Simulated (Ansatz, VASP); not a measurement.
## Two plane-wave programs on PIr

The input POSCAR:

```
PIr
1.0
    0.0000000000      2.4532666756      2.4532666756
    2.4532666756      0.0000000000      2.4532666756
    2.4532666756      2.4532666756      0.0000000000
Ir P
1 1
Direct
    0.5000000000      0.5000000000      0.5000000000
    0.0000000000      0.0000000000      0.0000000000
```

The input INCAR.step1:

```
SYSTEM = PIr
PREC = Accurate
ENCUT = 520
ISMEAR = 0
SIGMA = 0.05
LREAL = .FALSE.
LASPH = .TRUE.
NELM = 150
MAGMOM = 0 0 0 0 0 0
LSORBIT = .TRUE.
GGA_COMPAT = .FALSE.
LMAXMIX = 4
NBANDS = 26
GGA = PE
ALGO = Normal
EDIFF = 1E-4
LWAVE = .TRUE.
LCHARG = .FALSE.
```

File INCAR.step2:

```
SYSTEM = PIr
PREC = Accurate
ENCUT = 520
EDIFF = 1E-7
ISMEAR = 0
SIGMA = 0.05
LREAL = .FALSE.
LASPH = .TRUE.
NELM = 150
ALGO = Normal
ISIF = 2
LWAVE = .FALSE.
LCHARG = .FALSE.
MAGMOM = 0 0 0 0 0 0
LORBIT = 11
LSORBIT = .TRUE.
GGA_COMPAT = .FALSE.
LORBMOM = .TRUE.
LMAXMIX = 4
METAGGA = R2SCAN
LMIXTAU = .TRUE.
NBANDS = 26
ISTART = 1
```

The input KPOINTS:

```
Automatic mesh
0
G
  10 10 10
  0 0 0
```

Input for Ansatz:

```yaml
crystal:
  lattice:
    - [0.0, 2.4532666756, 2.4532666756]
    - [2.4532666756, 0.0, 2.4532666756]
    - [2.4532666756, 2.4532666756, 0.0]
  atoms:
    - { symbol: Ir, position: [0.5, 0.5, 0.5] }
    - { symbol: P, position: [0.0, 0.0, 0.0] }
basis:
  ecutwfc: 500
  ecutrho_ratio: 4
kpoints:
  mp_grid: { grid: [10, 10, 10] }
  band_path:
    path:
      - [[0.0, 0.0, 0.0], [0.5, 0.0, 0.5], [0.625, 0.25, 0.625]]
      - [[0.375, 0.375, 0.75], [0.0, 0.0, 0.0], [0.5, 0.5, 0.5], [0.5, 0.25, 0.75], [0.5, 0.0, 0.5]]
    npoints: 10
hamiltonian:
  xc: r2scan
scf:
  occupations: { method: gaussian, width: 0.05 }
output:
  forces: true
  stress: true
  eigenvalues: true
  populations: true
  eigenstates:
    nscf_kmesh: { grid: [18, 18, 18] }
    de_dk: true
    e_range: [-2.5, 2.5]
  write_density: true
  write_potential: true
  elf: true
  volumetric_format: npy
magnetization:
  noncollinear: true
  spin_orbit: true
```

Alike in both runs: task single point; functional r2SCAN; k mesh 10 × 10 × 10; occupations gaussian, width 0.05 eV; non-collinear spin, spin-orbit coupling.

```csv
,VASP,Ansatz
version,VASP 6.6.1,Ansatz 0.2.0
potentials or method,"VASP PAW PBE potentials, release 64 (Ir, P), cutoff 520 eV","plane waves, PAW"
valence electrons in the cell,14,22
```

|  | VASP | Ansatz | Ansatz less VASP |
| --- | --- | --- | --- |
| pressure (GPa) | 2.3 | 1.2 | -1.14 |

VASP's potentials were made for PBE, not for r2SCAN. VASP's potentials hold 14 valence electrons a cell and Ansatz's 22, so a difference there can come from the potentials and not from the codes.
